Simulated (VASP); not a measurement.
Set up this calculation in VASP 6.6.1, as the native input.

- Task: single point
- Functional: PBE
- Potentials or basis: VASP PAW PBE potentials, release 64 (Al, Cu)
- Cutoff: 520 eV
- k mesh: 16 × 16 × 16
- Occupations: gaussian, width 0.15 eV
- Spin: no spin polarisation
- Dipole correction: no
- Further INCAR settings: ALGO = Fast; EDIFF = 1e-06; NBANDS = 16

The structure of Al2Cu lies in POSCAR:

```
Al2Cu
1.0
   -2.0446280232      2.0446280232      2.7466697569
    2.0446280232     -2.0446280232      2.7466697569
    2.0446280232      2.0446280232     -2.7466697569
Al Cu
2 1
Direct
    0.7500000000      0.2500000000      0.5000000000
    0.2500000000      0.7500000000      0.5000000000
    0.5000000000      0.5000000000      0.0000000000
```

This cell differs from its parent crystal: strain -0.0500 x Voigt [0, 0, 1, 0, 0, 0].

These files were run (other wordings do the same):

INCAR

```
SYSTEM = Al2Cu
PREC = Accurate
ENCUT = 520
EDIFF = 1E-6
ISMEAR = 0
SIGMA = 0.15
LREAL = .False.
LASPH = .True.
NELM = 60
ALGO = Fast
ISIF = 2
LWAVE = .False.
LCHARG = .False.
GGA = PE
NBANDS = 16
```

KPOINTS

```
Automatic mesh
0
Gamma
  16 16 16
  0 0 0
```

Potentials or basis: VASP PAW PBE potentials, release 64 (Al, Cu).

Run with:

```bash
$ cat potpaw_PBE.64/Al/POTCAR potpaw_PBE.64/Cu/POTCAR > POTCAR
$ mpirun -np 1 vasp_std > vasp.out
```

It gave:

* Pressure: 5.7 GPa

Caveat: the cell differs from its parent crystal (strain -0.0500 x Voigt [0, 0, 1, 0, 0, 0]).

It took 2.4 min on 1 thread of Intel(R) Xeon(R) 6975P-C (Granite Rapids), with other jobs on the host, peak memory 0.35 GiB.
